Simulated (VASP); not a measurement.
# TePb (F-43m) in VASP: a series of runs

TePb is run at these levels: PBE-based global hybrid, PBE-based screened hybrid; tasks: single point.

Everything below comes from runs of VASP 6.6.1. Logs are shortened: lines on timing, memory, paths and dates and some standing lists are left out, and cuts for length are marked.

### Step 1. The cell of the first run

The structure is cubic, space group F-43m (No. 216). The conventional cell has a = 7.283 Å, b = 7.283 Å, c = 7.283 Å, α = 90.00°, β = 90.00°, γ = 90.00°. Pb (site symmetry -43m) has 4 Te at 3.15 Å within 4.1 Å. Within 4.1 Å of Te (site symmetry -43m) lie 4 Pb at 3.15 Å.

### Step 2. Single point, PBE-based global hybrid

Contents of POSCAR:

```
TePb
1.0
    0.0000000000      3.6414940692      3.6414940692
    3.6414940692      0.0000000000      3.6414940692
    3.6414940692      3.6414940692      0.0000000000
Pb Te
1 1
Direct
    0.0000000000      0.0000000000      0.0000000000
    0.2500000000      0.2500000000      0.2500000000
```

Contents of INCAR.step1:

```
SYSTEM = TePb
ALGO = Normal
EDIFF = 1E-5
ENCUT = 520
GGA = PE
ISIF = 2
ISMEAR = 0
LASPH = .True.
LCHARG = .False.
LREAL = .False.
LWAVE = .True.
NBANDS = 17
NELM = 60
PREC = Accurate
SIGMA = 0.01
```

Contents of INCAR.step2:

```
SYSTEM = TePb
AEXX = 0.4
ALGO = Normal
EDIFF = 1E-6
ENCUT = 520
GGA = PE
ISIF = 2
ISMEAR = 0
ISTART = 1
LASPH = .True.
LCHARG = .False.
LHFCALC = .True.
LREAL = .False.
LWAVE = .False.
NBANDS = 17
NELM = 60
PREC = Accurate
PRECFOCK = Normal
SIGMA = 0.01
```

Contents of KPOINTS:

```
k-points
0
Gamma
  4 4 4
  0 0 0
```

Potentials or basis: VASP PAW PBE potentials, release 64 (Pb_d, Te).

The run is started by

```
> cat potpaw_PBE.64/Pb_d/POTCAR potpaw_PBE.64/Te/POTCAR > POTCAR
> cp INCAR.step1 INCAR
> mpirun -np 1 vasp_std > vasp.out
> cp INCAR.step2 INCAR
> mpirun -np 1 vasp_std > vasp.out
```

OUTCAR:

```text
SYSTEM = TePb
   AEXX = 0.4
   EDIFF = 1E-6
   ENCUT = 520
   GGA = PE
   ISIF = 2
   ISMEAR = 0
   ISTART = 1
   LASPH = .True.
   LHFCALC = .True.
   LREAL = .False.
   NELM = 60
   PREC = Accurate
   PRECFOCK = Normal

 ion  position               nearest neighbor table
   1  0.000  0.000  0.000-   2 3.15   2 3.15   2 3.15   2 3.15
   2  0.250  0.250  0.250-   1 3.15   1 3.15   1 3.15   1 3.15

  LATTYP: Found a face centered cubic cell.
 ALAT       =     7.2829881384

  Lattice vectors:

 A1 = (   0.0000000000,   3.6414940692,   3.6414940692)
 A2 = (   3.6414940692,   0.0000000000,   3.6414940692)
 A3 = (   3.6414940692,   3.6414940692,   0.0000000000)

Analysis of symmetry for initial positions (statically):
=====================================================================
 Subroutine PRICEL returns:
 Original cell was already a primitive cell.

 Routine SETGRP: Setting up the symmetry group for a
 face centered cubic supercell.

 Subroutine GETGRP returns: Found 24 space group operations
 (whereof 24 operations were pure point group operations)
 out of a pool of 48 trial point group operations.

The static configuration has the point symmetry T_d .

Analysis of symmetry for dynamics (positions and initial velocities):
=====================================================================
 Subroutine PRICEL returns:
 Original cell was already a primitive cell.

 Routine SETGRP: Setting up the symmetry group for a
 face centered cubic supercell.

 Subroutine GETGRP returns: Found 24 space group operations
 (whereof 24 operations were pure point group operations)
 out of a pool of 48 trial point group operations.

The dynamic configuration has the point symmetry T_d .

 Subroutine INISYM returns: Found 24 space group operations
 (whereof 24 operations are pure point group operations),
 and found     1 'primitive' translations

----------------------------------------------------------------------------------------

                                     Primitive cell

  volume of cell :      96.5759

  direct lattice vectors                    reciprocal lattice vectors
     0.000000000  3.641494069  3.641494069    -0.137306279  0.137306279  0.137306279
     3.641494069  0.000000000  3.641494069     0.137306279 -0.137306279  0.137306279
     3.641494069  3.641494069  0.000000000     0.137306279  0.137306279 -0.137306279

  length of vectors
     5.149850300  5.149850300  5.149850300     0.237821451  0.237821451  0.237821451

  position of ions in fractional coordinates (direct lattice)
     0.000000000  0.000000000  0.000000000
     0.250000000  0.250000000  0.250000000

  ion indices of the primitive-cell ions
   primitive index   ion index
                 1           1
                 2           2

----------------------------------------------------------------------------------------

 KPOINTS: k-points

Automatic generation of k-mesh.
 Grid dimensions read from file:
 generate k-points for:    4    4    4

 Generating k-lattice:

  Cartesian coordinates                     Fractional coordinates (reciprocal lattice)
    -0.034326570  0.034326570  0.034326570     0.250000000  0.000000000  0.000000000
     0.034326570 -0.034326570  0.034326570     0.000000000  0.250000000  0.000000000
     0.034326570  0.034326570 -0.034326570     0.000000000  0.000000000  0.250000000

  Length of vectors
     0.059455363  0.059455363  0.059455363

  Shift w.r.t. Gamma in fractional coordinates (k-lattice)
     0.000000000  0.000000000  0.000000000

 Subroutine IBZKPT returns following result:
 ===========================================

 Found      8 irreducible k-points:

 Following reciprocal coordinates:
            Coordinates               Weight
  0.000000  0.000000  0.000000      1.000000
  0.250000  0.000000  0.000000      8.000000
  0.500000  0.000000  0.000000      4.000000
  0.250000  0.250000  0.000000      6.000000
  0.500000  0.250000  0.000000     24.000000
 -0.250000  0.250000  0.000000     12.000000
  0.500000  0.500000  0.000000      3.000000
 -0.250000  0.500000  0.250000      6.000000
   k-points           NKPTS =      8   k-points in BZ     NKDIM =     64   number of bands    NBANDS=     17
   number of dos      NEDOS =    301   number of ions     NIONS =      2
   total plane-waves  NPLWV =  64000
   dimension x,y,z NGX =    40 NGY =   40 NGZ =   40
   dimension x,y,z NGXF=    80 NGYF=   80 NGZF=   80
   ions per type =               1   1
   NGX,Y,Z   is equivalent  to a cutoff of  12.91, 12.91, 12.91 a.u.
   NGXF,Y,Z  is equivalent  to a cutoff of  25.83, 25.83, 25.83 a.u.
 SYSTEM =  TePb
   PREC   = accura    normal or accurate (medium, high low for compatibility)
   ISTART =      1    job   : 0-new  1-cont  2-samecut
   ICHARG =      0    charge: 1-file 2-atom 10-const
   ISPIN  =      1    spin polarized calculation?
   LNONCOLLINEAR =      F non collinear calculations
   LSORBIT =      F    spin-orbit coupling
   LASPH  =      T    aspherical Exc in radial PAW
   ENCUT  =  520.0 eV  38.22 Ry    6.18 a.u.   9.58  9.58  9.58*2*pi/ulx,y,z
   NELM   =     60;   NELMIN=  2; NELMDL=  0     # of ELM steps
   EDIFF  = 0.1E-05   stopping-criterion for ELM
   LREAL  =      F    real-space projection
   EDIFFG = 0.1E-04   stopping-criterion for IOM
   NSW    =      0    number of steps for IOM
   IBRION =     -1    ionic relax: 0-MD 1-quasi-New 2-CG
   NFREE  =      0    steps in history (QN), initial steepest desc. (CG)
   ISIF   =      2    stress and relaxation
   ISYM   =      3    0-nonsym 1-usesym 2-fastsym
   POTIM  = 0.5000    time-step for ionic-motion
   TEBEG  =    0.0;   TEEND  =   0.0 temperature during run
   PSTRESS=    0.0 pullay stress
   NELECT =      20.0000    total number of electrons
   NUPDOWN=      -1.0000    fix difference up-down
   EMIN   =  10.00;   EMAX   =-10.00  energy-range for DOS
   EFERMI =   0.00;   METHOD = LEGACY
   ISMEAR =     0;   SIGMA  =   0.01  broadening in eV -4-tet -1-fermi 0-gaus
   EFERMI_NEDOS =   21; number of points for ismear=-14 and -15
   IALGO  =     38    algorithm
   IMIX   =      1    mixing-type and parameters
     AMIX     =   0.40;   BMIX     =  1.00
     AMIX_MAG =   1.60;   BMIX_MAG =  1.00
  volume/ion in A,a.u.               =      48.29       325.86
  Fermi-wavevector in a.u.,A,eV,Ry     =   0.968565  1.830322 12.763860  0.938117
  Thomas-Fermi vector in A             =   2.098544
   LORBIT       =      0    0 simple, 1 ext, 2 COOP (PROOUT), +10 PAW based schemes
   GGA     = PE    functional components
   LHFCALC =     T    Hartree Fock is set to
   PRECFOCK=normal    Normal, Fast or Accurate (Low or Medium for compatibility)
   ENCUT4O =  -1.0   cutoff for four orbital integrals eV
   NKREDX  =     1    reduce k-point grid by
   NKREDY  =     1    reduce k-point grid by
   NKREDZ  =     1    reduce k-point grid by
   AEXX    =    0.4000 exact exchange contribution
   HFSCREEN=    0.0000 screening length (either q_TF or 0.3 A-1)
   HFSCREENC=   0.0000 screening length for correlation (either q_TF or 0.3 A-1)
   ENCUTFOCK=  -1.0 apply spherical cutoff to Coloumb kernel
   IVDW    =     0    specifies the selected vdW correction
   LEPSILON=     F    determine dielectric tensor
   LRPA    =     F    only Hartree local field effects (RPA)
 non-spin polarized calculation
 Gauss-broadening in eV      SIGMA  =   0.01
  energy-cutoff  :      520.00
  volume of cell :       96.58
 maximum number of plane-waves:      2637
 NGX is ok and might be reduce to    40
  NGX = 30; NGY = 30; NGZ = 30

 number of electron      20.0000000 magnetization

 Free energy of the ion-electron system (eV)
  ---------------------------------------------------
  ext. energy  EPLUGINS =         0.00000000
  ---------------------------------------------------
  free energy    TOTEN  =       -11.13345014 eV

  energy without entropy =      -11.13345014  energy(sigma->0) =      -11.13345014

 E-fermi :   1.9193     XC(G=0):  -4.9872

 val. band max:        1.8008548931   @ k =  -0.2500   0.5000   0.2500
 cond. band min:       4.0538454729   @ k =   0.5000   0.5000   0.0000
 fundamental gap:      2.2529905798
 Fermi energy:         1.9193289815

 k-point     1 :       0.0000    0.0000    0.0000
  band No.  band energies     occupation
      1     -18.1900      2.00000
      2     -18.1900      2.00000
      3     -18.1900      2.00000
      4     -18.1570      2.00000
      5     -18.1570      2.00000
      6     -11.5389      2.00000
[... 9 lines left out ...]
     16      11.0584      0.00000
     17      11.8955      0.00000

 k-point     2 :       0.2500    0.0000    0.0000
  band No.  band energies     occupation
      1     -18.1937      2.00000
      2     -18.1870      2.00000
      3     -18.1870      2.00000
      4     -18.1572      2.00000
      5     -18.1572      2.00000
      6     -11.1825      2.00000
[... 9 lines left out ...]
     16      10.3060      0.00000
     17      11.3463      0.00000

 k-point     3 :       0.5000    0.0000    0.0000
  band No.  band energies     occupation
      1     -18.1975      2.00000
      2     -18.1843      2.00000
      3     -18.1843      2.00000
      4     -18.1569      2.00000
      5     -18.1569      2.00000
      6     -10.6945      2.00000
[... 9 lines left out ...]
     16      11.3845      0.00000
     17      11.3845      0.00000

 k-point     4 :       0.2500    0.2500    0.0000
  band No.  band energies     occupation
      1     -18.1987      2.00000
      2     -18.1838      2.00000
      3     -18.1838      2.00000
      4     -18.1590      2.00000
      5     -18.1559      2.00000
      6     -11.0496      2.00000
[... 9 lines left out ...]
     16      11.6475      0.00000
     17      13.2282      0.00000

 k-point     5 :       0.5000    0.2500    0.0000
  band No.  band energies     occupation
      1     -18.2020      2.00000
      2     -18.1812      2.00000
      3     -18.1808      2.00000
      4     -18.1591      2.00000
      5     -18.1560      2.00000
      6     -10.5126      2.00000
[... 9 lines left out ...]
     16      11.6739      0.00000
     17      12.2504      0.00000

 k-point     6 :      -0.2500    0.2500    0.0000
  band No.  band energies     occupation
      1     -18.1986      2.00000
      2     -18.1837      2.00000
      3     -18.1828      2.00000
      4     -18.1575      2.00000
      5     -18.1572      2.00000
      6     -10.7131      2.00000
[... 9 lines left out ...]
     16      11.2327      0.00000
     17      12.2775      0.00000

 k-point     7 :       0.5000    0.5000    0.0000
  band No.  band energies     occupation
      1     -18.2071      2.00000
      2     -18.1776      2.00000
      3     -18.1776      2.00000
      4     -18.1613      2.00000
      5     -18.1547      2.00000
      6     -10.2770      2.00000
[... 9 lines left out ...]
     16      12.7725      0.00000
     17      12.7913      0.00000

 k-point     8 :      -0.2500    0.5000    0.2500
  band No.  band energies     occupation
      1     -18.2034      2.00000
      2     -18.1815      2.00000
      3     -18.1779      2.00000
      4     -18.1593      2.00000
      5     -18.1563      2.00000
      6     -10.2717      2.00000
[... 9 lines left out ...]
     16      12.3046      0.00000
     17      12.4369      0.00000

------------------------ aborting loop because EDIFF is reached ----------------------------------------

  FORCE on cell =-STRESS in cart. coord.  units (eV):
  Direction    XX          YY          ZZ          XY          YZ          ZX
  --------------------------------------------------------------------------------------
  -------------------------------------------------------------------------------------
  Total       -0.3398248     -0.3398248     -0.3398248     -0.0000000      0.0000000     -0.0000000
  in kB       -5.6376330     -5.6376330     -5.6376330     -0.0000000      0.0000000     -0.0000000
  external PRESSURE =      -5.6376330 kB  Pullay stress =       0.0000000 kB

 VOLUME and BASIS-vectors are now :
 -----------------------------------------------------------------------------
  energy-cutoff  :      520.00
  volume of cell :       96.58
      direct lattice vectors                 reciprocal lattice vectors
     0.000000000  3.641494069  3.641494069    -0.137306279  0.137306279  0.137306279
     3.641494069  0.000000000  3.641494069     0.137306279 -0.137306279  0.137306279
     3.641494069  3.641494069  0.000000000     0.137306279  0.137306279 -0.137306279

 POSITION                                       TOTAL-FORCE (eV/Angst)
 -----------------------------------------------------------------------------------
      0.00000      0.00000      0.00000        -0.000000     -0.000000     -0.000000
      1.82075      1.82075      1.82075         0.000000      0.000000      0.000000
 -----------------------------------------------------------------------------------
    total drift:                                0.000001      0.000014      0.000009

  FREE ENERGIE OF THE ION-ELECTRON SYSTEM (eV)
  ---------------------------------------------------
  free  energy   TOTEN  =       -11.1334501404 eV

  energy  without entropy=      -11.1334501404  energy(sigma->0) =      -11.13345014
```

Run time: 17 min. Hardware: 1 thread of Intel Xeon Platinum 8375C at 2.90GHz (Ice Lake), shared host; peak memory 0.27 GiB.

What came out:

* Free energy: -11.1335 eV
* Pressure: -0.6 GPa
* Band gap on the k mesh: 2.25 eV, indirect (least direct gap 2.98 eV)

Levels at points of the mesh, in eV from the valence-band top:
| k point | band 6 | band 7 | band 8 | band 9 | band 10 | band 11 | band 12 | band 13 | band 14 | band 15 |
| --- | --- | --- | --- | --- | --- | --- | --- | --- | --- | --- |
| (0.00, 0.00, 0.00) | -13.34 | -6.94 | -1.88 | -1.88 | -1.88 | 3.34 | 3.34 | 3.34 | 5.91 | 9.26 |
| (0.50, 0.00, 0.00) | -12.50 | -9.04 | -2.53 | -2.53 | -2.23 | 4.25 | 4.25 | 5.81 | 7.70 | 8.93 |
| (0.50, 0.50, 0.00) | -12.08 | -9.63 | -3.32 | -3.32 | -0.73 | 2.25 | 6.69 | 6.69 | 7.68 | 9.09 |

Caveat: the PAW data sets were made with another functional, which shifts forces and pressure a little; spin-orbit coupling is left out, which moves the levels of the heavy elements.

### Step 3. Single point, PBE-based screened hybrid

POSCAR is that of step 2.

Contents of INCAR.step1:

```
PREC = Accurate
ENCUT = 520
EDIFF = 1E-5
ISMEAR = 0
SIGMA = 0.01
LREAL = F
LASPH = T
NELM = 100
ALGO = Normal
ISIF = 2
LWAVE = T
LCHARG = F
NBANDS = 17
GGA = PE
```

Contents of INCAR.step2:

```
PREC = Accurate
ENCUT = 520
EDIFF = 1E-6
ISMEAR = 0
SIGMA = 0.01
LREAL = F
LASPH = T
NELM = 100
ALGO = Normal
ISIF = 2
LWAVE = F
LCHARG = F
GGA = PE
LHFCALC = T
AEXX = 0.35
HFSCREEN = 0.1
PRECFOCK = Normal
NBANDS = 17
ISTART = 1
```

Contents of KPOINTS:

```
Automatic mesh
0
Gamma
  4 4 4
```

Potentials or basis: VASP PAW PBE potentials, release 64 (Pb_d, Te).

The run is started by

```
> cat potpaw_PBE.64/Pb_d/POTCAR potpaw_PBE.64/Te/POTCAR > POTCAR
> cp INCAR.step1 INCAR
> mpirun -np 1 vasp_std > vasp.out
> cp INCAR.step2 INCAR
> mpirun -np 1 vasp_std > vasp.out
```

It took 15 min on 1 thread of Intel Xeon Platinum 8375C at 2.90GHz (Ice Lake), shared host; peak memory 0.35 GiB.

It converged, with:

* Free energy: -9.8365 eV
* Pressure: -0.4 GPa
* Band gap on the k mesh: 1.50 eV, indirect (least direct gap 2.21 eV)

Levels at points of the mesh, in eV from the valence-band top:
| k point | band 8 | band 9 | band 10 | band 11 | band 12 | band 13 |
| --- | --- | --- | --- | --- | --- | --- |
| (0.00, 0.00, 0.00) | -1.82 | -1.82 | -1.82 | 2.57 | 2.57 | 2.57 |
| (0.50, 0.00, 0.00) | -2.46 | -2.46 | -2.18 | 3.46 | 3.46 | 5.00 |
| (0.50, 0.50, 0.00) | -3.23 | -3.23 | -0.70 | 1.50 | 5.85 | 5.85 |

Caveat: the PAW data sets were made with another functional, which shifts forces and pressure a little; spin-orbit coupling is left out, which moves the levels of the heavy elements. A k mesh can miss the band edges.
